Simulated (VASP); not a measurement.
# PrBe3Si (I-4m2) in VASP: notebook, part 2 of 2

VASP 6.6.1. Earlier steps stand in the parts before.

## 3. Relaxation of cell and atoms, PBE

This run uses another cell than the first one, of 12.93 Å³/atom.

Contents of INCAR:

```
PREC = Accurate ; ENCUT = 600
EDIFF = 1E-7 ; ISMEAR = 0
SIGMA = 0.2 ; LREAL = False
LASPH = True ; NELM = 200
ALGO = Normal ; ISIF = 3
LWAVE = False ; LCHARG = False
GGA = PE ; IBRION = 2
NSW = 36 ; EDIFFG = -0.08
GGA_COMPAT = False ; NELMIN = 4
LMAXMIX = 6
```

Contents of KPOINTS:

```
Automatic mesh
0
Gamma
  6 6 6
```

Contents of POSCAR:

```
PrBe3Si
1.0
   -1.8699947700      1.8699947700      4.6233656700
    1.8699947700     -1.8699947700      4.6233656700
    1.8699947700      1.8699947700     -4.6233656700
Pr Be Si
1 3 1
Direct
    0.0000000000      0.0000000000      0.0000000000
    0.6184741900      0.6184741900      0.0000000000
    0.3815258100      0.3815258100      0.0000000000
    0.7500000000      0.2500000000      0.5000000000
    0.2500000000      0.7500000000      0.5000000000
```

Potentials or basis: VASP PAW PBE potentials, release 64 (Pr_3, Be, Si), 4f in core.

Run with:

```sh
> cat potpaw_PBE.64/Pr_3/POTCAR potpaw_PBE.64/Be/POTCAR potpaw_PBE.64/Si/POTCAR > POTCAR
> mpirun -np 1 vasp_std > vasp.out
```

OUTCAR:

```text
PREC = Accurate
   ENCUT = 600
   EDIFF = 1E-7
   ISMEAR = 0
   LREAL = False
   LASPH = True
   NELM = 200
   ISIF = 3
   GGA = PE
   IBRION = 2
   NSW = 36
   EDIFFG = -0.08
   NELMIN = 4

 ion  position               nearest neighbor table
   1  0.000  0.000  0.000-   2 2.86   2 2.86   2 2.86   3 2.86   2 2.86   3 2.86   3 2.86   3 2.86
                             5 2.97   4 2.97   5 2.97   4 2.97   4 2.97   4 2.97   5 2.97   5 2.97
   2  0.618  0.618  0.000-   3 2.19   4 2.23   5 2.23   4 2.23   5 2.23   1 2.86   1 2.86   1 2.86
                             1 2.86
   3  0.382  0.382  0.000-   2 2.19   4 2.23   5 2.23   5 2.23   4 2.23   1 2.86   1 2.86   1 2.86
                             1 2.86
   4  0.750  0.250  0.500-   3 2.23   2 2.23   3 2.23   2 2.23   5 2.64   5 2.64   5 2.64   5 2.64
                             1 2.97   1 2.97   1 2.97   1 2.97
   5  0.250  0.750  0.500-   3 2.23   2 2.23   3 2.23   2 2.23   4 2.64   4 2.64   4 2.64   4 2.64
                             1 2.97   1 2.97   1 2.97   1 2.97

  LATTYP: Found a body centered tetragonal cell.
 ALAT       =     3.7399895400
 C/A-ratio  =     2.4723949736

  Lattice vectors:

 A1 = (  -1.8699947700,   1.8699947700,   4.6233656700)
 A2 = (   1.8699947700,  -1.8699947700,   4.6233656700)
 A3 = (   1.8699947700,   1.8699947700,  -4.6233656700)

Analysis of symmetry for initial positions (statically):
[... 374 lines left out ...]
--------------------------------------- Ionic step        6  -------------------------------------------

 number of electron      21.0000000 magnetization

 Free energy of the ion-electron system (eV)
  ---------------------------------------------------
  ext. energy  EPLUGINS =         0.00000000
  ---------------------------------------------------
  free energy    TOTEN  =       -22.52760595 eV

  energy without entropy =      -22.50453054  energy(sigma->0) =      -22.51606824

 E-fermi :   5.3371     XC(G=0): -10.4108

 val. band max:        5.3248251541   @ k =  -0.1667   0.5000   0.1667
 cond. band min:       5.3548315773   @ k =  -0.3333   0.5000   0.1667
 fundamental gap:      0.0300064232
 Fermi energy:         5.3370553581

 k-point     1 :       0.0000    0.0000    0.0000
  band No.  band energies     occupation
      1     -29.8540      2.00000
      2     -12.1216      2.00000
      3     -11.6935      2.00000
      4     -11.6935      2.00000
      5      -4.5581      2.00000
      6       1.9453      2.00000
      7       2.4221      2.00000
      8       2.9646      2.00000
      9       2.9646      2.00000
     10       4.8196      1.99975
     11       6.0896      0.00000
     12       7.7679      0.00000
     13       7.7679      0.00000
     14       8.0669      0.00000
[... 377 lines left out ...]
      1     -29.8448      2.00000
      2     -12.1492      2.00000
      3     -11.8445      2.00000
      4     -11.6808      2.00000
      5      -3.9821      2.00000
      6       0.7635      2.00000
      7       1.9309      2.00000
      8       3.4198      2.00000
      9       4.0279      2.00000
     10       4.9083      1.99757
     11       6.2398      0.00000
     12       6.8959      0.00000
     13       7.9342      0.00000
     14       8.5941      0.00000

 [... further k-points ...]
[... 5 lines left out ...]
  --------------------------------------------------------------------------------------
  -------------------------------------------------------------------------------------
  Total       -0.0942250     -0.0942250     -0.0961827      0.0000000      0.0000000     -0.0000000
  in kB       -2.0703418     -2.0703418     -2.1133564      0.0000000      0.0000000     -0.0000000
  external PRESSURE =      -2.0846800 kB  Pullay stress =       0.0000000 kB
[... 20 lines left out ...]
  FREE ENERGIE OF THE ION-ELECTRON SYSTEM (eV)
  ---------------------------------------------------
  free  energy   TOTEN  =       -22.5276059471 eV

  energy  without entropy=      -22.5045305404  energy(sigma->0) =      -22.51606824

 reached required accuracy - stopping structural energy minimisation
```

OSZICAR:

```text
N       E                     dE             d eps       ncg     rms          rms(c)
DAV:   1     0.106307146575E+03    0.10631E+03   -0.10258E+04   840   0.148E+03
[... 65 lines left out ...]
DAV:   2    -0.225313734903E+02    0.85777E-02   -0.25594E-02  1104   0.115E+00    0.302E-01
DAV:   3    -0.225276056576E+02    0.37678E-02   -0.11029E-02  1104   0.722E-01    0.489E-02
DAV:   4    -0.225275972964E+02    0.83612E-05   -0.69678E-04  1100   0.167E-01    0.296E-02
DAV:   5    -0.225276047691E+02   -0.74726E-05   -0.65099E-05  1128   0.614E-02    0.131E-02
DAV:   6    -0.225276055938E+02   -0.82469E-06   -0.66890E-06  1044   0.219E-02    0.357E-03
DAV:   7    -0.225276060358E+02   -0.44205E-06   -0.47922E-07  1106   0.676E-03    0.859E-04
DAV:   8    -0.225276059471E+02    0.88716E-07   -0.15001E-08   564   0.104E-03
   6 F= -.22527606E+02 E0= -.22516068E+02  d E =-.179804E-01
```

Wall time 2.8 min (1 thread of Intel Xeon 6975P-C (Granite Rapids), shared host); peak memory 0.38 GiB.

What came out:

```yaml
Free_energy: -22.5276 eV
Relaxed_volume: 14.58 Å³/atom
Relaxed_cell: a = 5.665 Å, b = 5.665 Å, c = 5.665 Å, α = 140.51°, β = 140.51°, γ = 57.08°
Space_group_after_relaxing_to_0.1_Å: I-4m2 (No. 119)
Energy_gained_by_relaxing: 76.8 meV/atom
Ionic_steps: 6
Pressure_after_relaxing: -0.2 GPa
Largest_force_after_relaxing: 0.006 eV/Å
Band_gap_on_the_k_mesh: zero (an odd number of electrons rules out a gap without spin polarisation)
```

Forces in eV/Å, atoms in the order of the input:
```
Pr   0.000  0.000  0.000
Be   0.000  0.000  0.006
Be   0.000  0.000 -0.006
Be   0.000  0.000  0.000
Si   0.000  0.000  0.000
```

Step by step:
```tsv
step	energy change (eV)	largest force (eV/Å)	pressure (GPa)	volume (Å³)
1	0.0000	0.1344	14.78	64.67
2	-0.3212	0.0982	-4.31	76.48
3	-0.3661	0.0965	-0.24	73.05
4	-0.3661	0.0964	-0.47	73.23
5	-0.3775	0.0522	-0.38	73.11
6	-0.3840	0.0061	-0.21	72.92
```

Final structure:
```xyz
5
Lattice="-1.9139 1.9139 4.9765 1.9139 -1.9139 4.9765 1.9139 1.9139 -4.9765" Properties=species:S:1:pos:R:3 pbc="T T T"
Pr    1.9139    1.9139    4.9765
Be    0.0000    0.0000    6.1724
Be    0.0000    0.0000    3.7806
Be    0.0000    1.9139    2.4883
Si    1.9139    0.0000    2.4883
```

Levels at points of the mesh, in eV from the Fermi level:
```csv
k point,band 7,band 8,band 9,band 10,band 11,band 12,band 13,band 14
"(0.00, 0.00, 0.00)",-2.91,-2.37,-2.37,-0.52,0.75,2.43,2.43,2.73
"(0.50, 0.00, 0.00)",-3.34,-1.92,-1.07,-0.10,0.58,0.64,1.91,2.86
"(0.50, 0.50, 0.00)",-4.54,-3.37,-2.74,-2.66,-0.65,3.25,3.81,4.06
"(0.50, 0.50, 0.50)",-1.80,-1.80,-1.22,-0.42,1.38,1.47,1.47,3.50
```

Caveat: spin-orbit coupling is left out, which moves the levels of the heavy elements; the 4f electrons are frozen in the core, so they carry no moment and show no levels. Spin polarisation is off, so any magnetic state and its effect on volume and gap are missing.

The gap in the log of VASP goes by the Fermi energy; the results here count the filled bands.